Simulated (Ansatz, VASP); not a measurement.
# Ga3S2: VASP beside Ansatz

```xyz
5
Lattice="-2.6708 2.6708 3.6556 2.6708 -2.6708 3.6556 2.6708 2.6708 -3.6556" Properties=species:S:1:pos:R:3 pbc="T T T"
Ga    0.0000    2.6708    0.0000
Ga    2.6708    0.0000    0.0000
Ga    0.0000    0.0000    3.6556
S     0.0000    0.0000    6.0083
S     0.0000    0.0000    1.3030
```

Alike in both runs: functional PBE; k mesh 4 × 4 × 4; occupations gaussian, width 0.1 eV; no spin polarisation.

Ansatz relaxed the structure, and its values are those at the end. VASP's run is a single point on that final structure, the one shown.

```csv
,VASP,Ansatz
version,VASP 6.6.1,Ansatz 0.2.0
potentials or method,"VASP PAW PBE potentials, release 64 (Ga_d, S), cutoff 520 eV","scalar-relativistic, plane waves, PAW"
valence electrons in the cell,51,51
```

|  | VASP | Ansatz | Ansatz less VASP |
| --- | --- | --- | --- |
| gap on the k mesh at the Fermi level (eV) | none | none | - |
| pressure (GPa) | 0.0 | 0.0 | -0.01 |

A gap of «none» marks a metal or a gap that the smearing closes. The functional is the same, so the differences come from potentials, cutoffs and numerics.

The k mesh is coarse, so the values compare programs but aren't converged.
